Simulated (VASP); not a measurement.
# Mg (Fm-3m) in VASP: further runs

Runs on Mg. Level: revPBE. Tasks: single point.

All numbers are computed with VASP 6.6.1; they aren't measurements. Logs are shortened: lines on timing, memory, paths and dates and some standing lists are left out, and cuts for length are marked.

## 1. The cell of the first run

Symmetry: Fm-3m, No. 225, cubic system. Conventional cell: a = 4.563 Å, b = 4.563 Å, c = 4.563 Å, α = 90.00°, β = 90.00°, γ = 90.00°. Mg (site symmetry m-3m) has 12 Mg at 3.23 Å within 4.2 Å.

## 2. Single point, revPBE

INCAR reads:

```
PREC = Accurate ; ENCUT = 520
EDIFF = 1E-7 ; ISMEAR = -1
SIGMA = 0.1 ; LREAL = False
LASPH = True ; NELM = 100
ALGO = Normal ; ISIF = 2
LWAVE = False ; LCHARG = False
GGA = RE ; NBANDS = 7
```

KPOINTS reads:

```
Automatic mesh
0
Gamma
  13 13 13
```

POSCAR reads:

```
Mg
1.0
    0.0000000000      2.2813837991      2.2813837991
    2.2813837991      0.0000000000      2.2813837991
    2.2813837991      2.2813837991      0.0000000000
Mg
1
Direct
    0.0000000000      0.0000000000      0.0000000000
```

Potentials or basis: VASP PAW PBE potentials, release 64 (Mg).

Started as:

```sh
cat potpaw_PBE.64/Mg/POTCAR > POTCAR
mpirun -np 1 vasp_std > vasp.out
```

OUTCAR:

```text
PREC = Accurate
   ENCUT = 520
   EDIFF = 1E-7
   ISMEAR = -1
   LREAL = False
   LASPH = True
   NELM = 100
   ISIF = 2
   GGA = RE

 ion  position               nearest neighbor table
   1  0.000  0.000  0.000-

  LATTYP: Found a face centered cubic cell.
 ALAT       =     4.5627675982

  Lattice vectors:

 A1 = (   0.0000000000,   2.2813837991,   2.2813837991)
 A2 = (   2.2813837991,   0.0000000000,   2.2813837991)
 A3 = (   2.2813837991,   2.2813837991,   0.0000000000)

Analysis of symmetry for initial positions (statically):
=====================================================================
 Subroutine PRICEL returns:
 Original cell was already a primitive cell.

 Routine SETGRP: Setting up the symmetry group for a
 face centered cubic supercell.

 Subroutine GETGRP returns: Found 48 space group operations
 (whereof 48 operations were pure point group operations)
 out of a pool of 48 trial point group operations.

The static configuration has the point symmetry O_h .

Analysis of symmetry for dynamics (positions and initial velocities):
=====================================================================
 Subroutine PRICEL returns:
 Original cell was already a primitive cell.

 Routine SETGRP: Setting up the symmetry group for a
 face centered cubic supercell.

 Subroutine GETGRP returns: Found 48 space group operations
 (whereof 48 operations were pure point group operations)
 out of a pool of 48 trial point group operations.

The dynamic configuration has the point symmetry O_h .

 Subroutine INISYM returns: Found 48 space group operations
 (whereof 48 operations are pure point group operations),
 and found     1 'primitive' translations

----------------------------------------------------------------------------------------

                                     Primitive cell

  volume of cell :      23.7479

  direct lattice vectors                    reciprocal lattice vectors
     0.000000000  2.281383799  2.281383799    -0.219165228  0.219165228  0.219165228
     2.281383799  0.000000000  2.281383799     0.219165228 -0.219165228  0.219165228
     2.281383799  2.281383799  0.000000000     0.219165228  0.219165228 -0.219165228

  length of vectors
     3.226363910  3.226363910  3.226363910     0.379605310  0.379605310  0.379605310

  position of ions in fractional coordinates (direct lattice)
     0.000000000  0.000000000  0.000000000

  ion indices of the primitive-cell ions
   primitive index   ion index
                 1           1

----------------------------------------------------------------------------------------

 KPOINTS: Automatic mesh

Automatic generation of k-mesh.
 Grid dimensions read from file:
 generate k-points for:   13   13   13

 Generating k-lattice:

  Cartesian coordinates                     Fractional coordinates (reciprocal lattice)
    -0.016858864  0.016858864  0.016858864     0.076923077  0.000000000  0.000000000
     0.016858864 -0.016858864  0.016858864     0.000000000  0.076923077  0.000000000
     0.016858864  0.016858864 -0.016858864     0.000000000  0.000000000  0.076923077

  Length of vectors
     0.029200408  0.029200408  0.029200408

  Shift w.r.t. Gamma in fractional coordinates (k-lattice)
     0.000000000  0.000000000  0.000000000

 Subroutine IBZKPT returns following result:
 ===========================================

 Found     84 irreducible k-points:

 Following reciprocal coordinates:
            Coordinates               Weight
  0.000000  0.000000  0.000000      1.000000
  0.076923  0.000000  0.000000      8.000000
  0.153846  0.000000  0.000000      8.000000
  0.230769  0.000000  0.000000      8.000000
  0.307692  0.000000  0.000000      8.000000
  0.384615  0.000000  0.000000      8.000000
[... 16 lines left out ...]
  0.384615  0.153846  0.000000     24.000000
  0.461538  0.153846  0.000000     24.000000
 [... further k-points ...]
   k-points           NKPTS =     84   k-points in BZ     NKDIM =     84   number of bands    NBANDS=      7
   number of dos      NEDOS =    301   number of ions     NIONS =      1
   total plane-waves  NPLWV =  13824
   dimension x,y,z NGX =    24 NGY =   24 NGZ =   24
   dimension x,y,z NGXF=    48 NGYF=   48 NGZF=   48
   ions per type =               1
   NGX,Y,Z   is equivalent  to a cutoff of  12.37, 12.37, 12.37 a.u.
   NGXF,Y,Z  is equivalent  to a cutoff of  24.73, 24.73, 24.73 a.u.
 SYSTEM =  unknown system
   PREC   = accura    normal or accurate (medium, high low for compatibility)
   ISTART =      0    job   : 0-new  1-cont  2-samecut
   ICHARG =      2    charge: 1-file 2-atom 10-const
   ISPIN  =      1    spin polarized calculation?
   LNONCOLLINEAR =      F non collinear calculations
   LSORBIT =      F    spin-orbit coupling
   LASPH  =      T    aspherical Exc in radial PAW
   ENCUT  =  520.0 eV  38.22 Ry    6.18 a.u.   6.00  6.00  6.00*2*pi/ulx,y,z
   NELM   =    100;   NELMIN=  2; NELMDL= -5     # of ELM steps
   EDIFF  = 0.1E-06   stopping-criterion for ELM
   LREAL  =      F    real-space projection
   EDIFFG = 0.1E-05   stopping-criterion for IOM
   NSW    =      0    number of steps for IOM
   IBRION =     -1    ionic relax: 0-MD 1-quasi-New 2-CG
   NFREE  =      0    steps in history (QN), initial steepest desc. (CG)
   ISIF   =      2    stress and relaxation
   ISYM   =      2    0-nonsym 1-usesym 2-fastsym
   POTIM  = 0.5000    time-step for ionic-motion
   TEBEG  =    0.0;   TEEND  =   0.0 temperature during run
   PSTRESS=    0.0 pullay stress
   NELECT =       2.0000    total number of electrons
   NUPDOWN=      -1.0000    fix difference up-down
   EMIN   =  10.00;   EMAX   =-10.00  energy-range for DOS
   EFERMI =   0.00;   METHOD = LEGACY
   ISMEAR =    -1;   SIGMA  =   0.10  broadening in eV -4-tet -1-fermi 0-gaus
   EFERMI_NEDOS =   21; number of points for ismear=-14 and -15
   IALGO  =     38    algorithm
   IMIX   =      4    mixing-type and parameters
     AMIX     =   0.40;   BMIX     =  1.00
     AMIX_MAG =   1.60;   BMIX_MAG =  1.00
  volume/ion in A,a.u.               =      23.75       160.26
  Fermi-wavevector in a.u.,A,eV,Ry     =   0.717590  1.356049  7.006125  0.514936
  Thomas-Fermi vector in A             =   1.806309
   LORBIT       =      0    0 simple, 1 ext, 2 COOP (PROOUT), +10 PAW based schemes
   GGA     = RE    functional components
   LHFCALC =     F    Hartree Fock is set to
   AEXX    =    0.0000 exact exchange contribution
   IVDW    =     0    specifies the selected vdW correction
   LEPSILON=     F    determine dielectric tensor
   LRPA    =     F    only Hartree local field effects (RPA)
 non-spin polarized calculation
  energy-cutoff  :      520.00
  volume of cell :       23.75
 maximum number of plane-waves:       650
   NGX = 11   NGY = 11   NGZ = 11

 number of electron       2.0000000 magnetization

 Free energy of the ion-electron system (eV)
  ---------------------------------------------------
  ext. energy  EPLUGINS =         0.00000000
  ---------------------------------------------------
  free energy    TOTEN  =        -1.35515095 eV

  energy without entropy =       -1.34028054  energy(sigma->0) =       -1.34771575

 E-fermi :   2.5344     XC(G=0):  -8.3077

 val. band max:        2.5123484119   @ k =  -0.3077   0.3846   0.0769
 cond. band min:       2.5984533814   @ k =   0.4615   0.0769   0.0000
 fundamental gap:      0.0861049695
 Fermi energy:         2.5343683475

 k-point     1 :       0.0000    0.0000    0.0000
  band No.  band energies     occupation
      1      -4.2403      2.00000
      2      14.7011      0.00000
      3      14.7011      0.00000
      4      14.7011      0.00000
      5      16.5214      0.00000
      6      16.5214      0.00000
      7      16.5214      0.00000

 k-point     2 :       0.0769    0.0000    0.0000
  band No.  band energies     occupation
      1      -4.1117      2.00000
      2      12.8473      0.00000
      3      14.4016      0.00000
      4      14.4016      0.00000
      5      16.5075      0.00000
      6      17.0398      0.00000
      7      17.0398      0.00000

 k-point     3 :       0.1538    0.0000    0.0000
  band No.  band energies     occupation
      1      -3.7269      2.00000
      2      10.3541      0.00000
      3      13.9321      0.00000
      4      13.9321      0.00000
      5      16.1572      0.00000
      6      18.1278      0.00000
      7      18.1278      0.00000

 k-point     4 :       0.2308    0.0000    0.0000
  band No.  band energies     occupation
      1      -3.0890      2.00000
      2       7.9612      0.00000
      3      13.5837      0.00000
      4      13.5837      0.00000
      5      15.8338      0.00000
      6      17.0184      0.00000
      7      17.0184      0.00000

 k-point     5 :       0.3077    0.0000    0.0000
  band No.  band energies     occupation
      1      -2.2028      2.00000
      2       5.7409      0.00000
      3      13.4150      0.00000
      4      13.4150      0.00000
      5      15.6572      0.00000
      6      15.9154      0.00000
      7      15.9154      0.00000
[... 161 lines left out ...]
 k-point    22 :       0.3077    0.1538    0.0000
  band No.  band energies     occupation
      1      -2.3710      2.00000
      2       7.5696      0.00000
      3      11.3882      0.00000
      4      11.9008      0.00000
      5      12.8414      0.00000
      6      16.3960      0.00000
      7      19.5100      0.00000

 k-point    23 :       0.3846    0.1538    0.0000
  band No.  band energies     occupation
      1      -1.4080      2.00000
      2       5.4460      0.00000
      3      11.0508      0.00000
      4      11.2842      0.00000
      5      12.5855      0.00000
      6      18.0147      0.00000
      7      18.5144      0.00000

 k-point    24 :       0.4615    0.1538    0.0000
  band No.  band energies     occupation
      1      -0.2093      2.00000
      2       3.5128      0.00011
      3      10.2528      0.00000
      4      11.3969      0.00000
      5      12.6699      0.00000
      6      17.6911      0.00000
      7      19.3532      0.00000

 [... further k-points ...]
[... 5 lines left out ...]
  --------------------------------------------------------------------------------------
  -------------------------------------------------------------------------------------
  Total       -0.0211858     -0.0211858     -0.0211858      0.0000000      0.0000000     -0.0000000
  in kB       -1.4293254     -1.4293254     -1.4293254      0.0000000      0.0000000     -0.0000000
  external PRESSURE =      -1.4293254 kB  Pullay stress =       0.0000000 kB

 VOLUME and BASIS-vectors are now :
 -----------------------------------------------------------------------------
  energy-cutoff  :      520.00
  volume of cell :       23.75
      direct lattice vectors                 reciprocal lattice vectors
     0.000000000  2.281383799  2.281383799    -0.219165228  0.219165228  0.219165228
     2.281383799  0.000000000  2.281383799     0.219165228 -0.219165228  0.219165228
     2.281383799  2.281383799  0.000000000     0.219165228  0.219165228 -0.219165228

 POSITION                                       TOTAL-FORCE (eV/Angst)
 -----------------------------------------------------------------------------------
      0.00000      0.00000      0.00000         0.000000      0.000000      0.000000
 -----------------------------------------------------------------------------------
    total drift:                               -0.000000      0.000000      0.000000

  FREE ENERGIE OF THE ION-ELECTRON SYSTEM (eV)
  ---------------------------------------------------
  free  energy   TOTEN  =        -1.3551509461 eV

  energy  without entropy=       -1.3402805442  energy(sigma->0) =       -1.34771575
```

Run time: 12 s. Hardware: 1 thread of Intel Xeon 8259CL, shared host; peak memory 0.14 GiB.

What came out:

- Free energy: -1.3552 eV
- Pressure: -0.1 GPa
- Band gap on the k mesh: zero (band 1 reaches 3.32 eV, above the bottom of band 2 at 1.52 eV)

Caveat: the PAW data sets were made with another functional, which shifts forces and pressure a little.

(Part 1 of 2 ends here.)
